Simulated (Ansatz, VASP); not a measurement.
Be5Te2: VASP beside Ansatz

INCAR

```
  PREC = Accurate
  ENCUT = 600
  EDIFF = 1E-6
  ISMEAR = 0
  SIGMA = 0.2
  LREAL = F
  LASPH = T
  NELM = 80
  ALGO = Normal
  ISIF = 3
  LWAVE = F
  LCHARG = F
  GGA = PE
  IBRION = 2
  NSW = 80
  EDIFFG = -0.025
```

Contents of KPOINTS:

```
Automatic mesh
0
Gamma
  6 6 2
```

POSCAR

```
Be5Te2
1.0
    3.8600366605     -0.0383938786     -0.0448048584
   -1.9632684045      3.3843183237      0.1044741092
   -0.1136367823      0.2403568537      9.7322678526
Be Te
5 2
Direct
   -0.0049862143      0.9941636562      0.0073686474
    0.6760154083      0.3074518805      0.9956097049
    0.3115193126      0.6815558979     -0.0242527544
    0.7613789476      0.3610968692      0.4516336519
    0.3300554064      0.6886819971      0.5864629393
    0.2769767051      0.6398154211      0.3086328203
    0.6490404342      0.3272342780      0.6745449906
```

Input for Ansatz:

```yaml
crystal:
  lattice:
    - [3.8600366605, -0.0383938786, -0.0448048584]
    - [-1.9632684045, 3.3843183237, 0.1044741092]
    - [-0.1136367823, 0.2403568537, 9.7322678526]
  atoms:
    - { symbol: Be, position: [-0.0049862143, 0.9941636562, 0.0073686474] }
    - { symbol: Be, position: [0.6760154083, 0.3074518805, 0.9956097049] }
    - { symbol: Be, position: [0.3115193126, 0.6815558979, -0.0242527544] }
    - { symbol: Be, position: [0.7613789476, 0.3610968692, 0.4516336519] }
    - { symbol: Be, position: [0.3300554064, 0.6886819971, 0.5864629393] }
    - { symbol: Te, position: [0.2769767051, 0.6398154211, 0.3086328203] }
    - { symbol: Te, position: [0.6490404342, 0.327234278, 0.6745449906] }
basis:
  ecutwfc: 420
kpoints:
  mp_grid: { grid: [6, 6, 2] }
hamiltonian:
  xc: pbe
scf:
  occupations: { method: gaussian, width: 0.2 }
  lower_state_search: "off"
output:
  forces: true
  stress: true
  eigenvalues: true
relax:
  adjacent_minimum: "off"
  f_tol: 0.025
  max_steps: 60
  cell: { stress_tol: 0.25 }
```

Change from the starting cell: cell x1, atoms moved at random (sigma 0.15 Å) and cell strained at random (1.5 %), then relaxed without symmetry.

Alike in both runs: task relaxation of cell and atoms; functional PBE; k mesh 6 × 6 × 2; occupations gaussian, width 0.2 eV; no spin polarisation.

|  | VASP | Ansatz |
| --- | --- | --- |
| version | VASP 6.6.1 | Ansatz 0.2.0 |
| potentials or method | VASP PAW PBE potentials, release 64 (Be, Te), cutoff 600 eV | scalar-relativistic, plane waves, PAW |
| valence electrons in the cell | 22 | 42 |

Ansatz gave:

```
gap on the k mesh at the Fermi level, each at its own relaxed structure (eV) : none
relaxed volume (Å³/atom)                                                     : 17.52
relaxed cell length with the largest relative difference (Å)                 : 9.620
```

Q: What did VASP give for the same quantities?

A: gap on the k mesh at the Fermi level, each at its own relaxed structure (eV): none; relaxed volume (Å³/atom): 17.50; relaxed cell length with the largest relative difference (Å): 9.600.

A gap of «none» marks a metal or a gap that the smearing closes. VASP's potentials hold 22 valence electrons a cell and Ansatz's 42, so a difference there can come from the potentials and not from the codes.

Neither program's run includes spin-orbit coupling.
